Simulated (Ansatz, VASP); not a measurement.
## Two plane-wave programs on Mg3ZrN3

```
CELL_PARAMETERS angstrom
-2.24426 2.22944 4.43350
2.24426 -2.22944 4.43350
2.24426 2.22944 -4.43350
ATOMIC_POSITIONS crystal
Mg 0.26422 0.26422 0.00000
Mg 0.73578 0.73578 0.00000
Mg 0.00000 0.50000 0.50000
Zr 0.50000 0.00000 0.50000
N 0.25917 0.75917 0.50000
N 0.74083 0.24083 0.50000
N 0.50000 0.50000 0.00000
```

Alike in both runs: task single point; functional PBE; k mesh 10 × 10 × 10; occupations gaussian, width 0.1 eV; no spin polarisation.

|  | VASP | Ansatz |
| --- | --- | --- |
| version | VASP 6.6.1 | Ansatz 0.2.0 |
| potentials or method | VASP PAW PBE potentials, release 64 (Mg, Zr_sv, N), cutoff 520 eV | scalar-relativistic, plane waves, PAW |
| valence electrons in the cell | 33 | 57 |

```csv
,VASP,Ansatz,Ansatz less VASP
gap on the k mesh at the Fermi level (eV),none,none,-
pressure (GPa),-0.3,0.0,+0.28
"traceless stress, the component that is largest in VASP (GPa)",0.16,0.00,-0.161
rms of the force components (eV/Å),0.011,0.000,-0.0109
```

Atom by atom the forces differ by 0.011 eV/Å (rms over components). A gap of «none» marks a metal or a gap that the smearing closes. VASP's potentials hold 33 valence electrons a cell and Ansatz's 57, so a difference there can come from the potentials and not from the codes.
